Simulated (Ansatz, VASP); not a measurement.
HgF2 in VASP and in Ansatz

The input INCAR:

```
SYSTEM = HgF2
ALGO = Normal
EDIFF = 1E-6
ENCUT = 520
GGA = PE
ISIF = 2
ISMEAR = 0
LASPH = .TRUE.
LCHARG = .FALSE.
LREAL = .FALSE.
LWAVE = .FALSE.
NBANDS = 20
NELM = 60
PREC = Accurate
SIGMA = 0.01
```

File KPOINTS:

```
k-points
0
G
  1 1 1
  0 0 0
```

POSCAR

```
HgF2
1.0
    9.0000000000      0.0000000000      0.0000000000
    0.0000000000      9.0000000000      0.0000000000
    0.0000000000      0.0000000000     12.8700000000
Hg F
1 2
Direct
    0.5000000000      0.5000000000      0.5000893600
    0.5000000000      0.5000000000      0.6505283600
    0.5000000000      0.5000000000      0.3496503500
```

Input for Ansatz:

```yaml
crystal:
  lattice:
    - [9.0, 0.0, 0.0]
    - [0.0, 9.0, 0.0]
    - [0.0, 0.0, 12.87]
  atoms:
    - { symbol: Hg, position: [0.5, 0.5, 0.50008936] }
    - { symbol: F, position: [0.5, 0.5, 0.65052836] }
    - { symbol: F, position: [0.5, 0.5, 0.34965035] }
basis:
  ecutwfc: 420
  ecutrho_ratio: 4
kpoints:
  mp_grid: { grid: [1, 1, 1] }
hamiltonian:
  xc: pbe
scf:
  occupations: { method: gaussian, width: 0.01 }
output:
  forces: true
  eigenvalues: true
  populations: true
```

Alike in both runs: task single point; functional PBE; k mesh 1 × 1 × 1; occupations gaussian, width 0.01 eV; no spin polarisation.

|  | VASP | Ansatz |
| --- | --- | --- |
| version | VASP 6.6.1 | Ansatz 0.2.0 |
| potentials or method | VASP PAW PBE potentials, release 64 (Hg, F), cutoff 520 eV | scalar-relativistic, plane waves, PAW |
| valence electrons in the cell | 26 | 34 |

|  | VASP | Ansatz | Ansatz less VASP |
| --- | --- | --- | --- |
| gap on the k mesh at the Fermi level (eV) | 4.67 | 4.71 | +0.040 |
| rms of the force components (eV/Å) | 0.223 | 0.001 | -0.2220 |

Atom by atom the forces differ by 0.222 eV/Å (rms over components). One of these differences is far larger than is usual between the two programs; its cause wasn't traced. With one functional, cell and mesh, what is left measures potentials, basis and numerics. VASP's potentials hold 26 valence electrons a cell and Ansatz's 34, so a difference there can come from the potentials and not from the codes.

Spin-orbit coupling is off throughout.
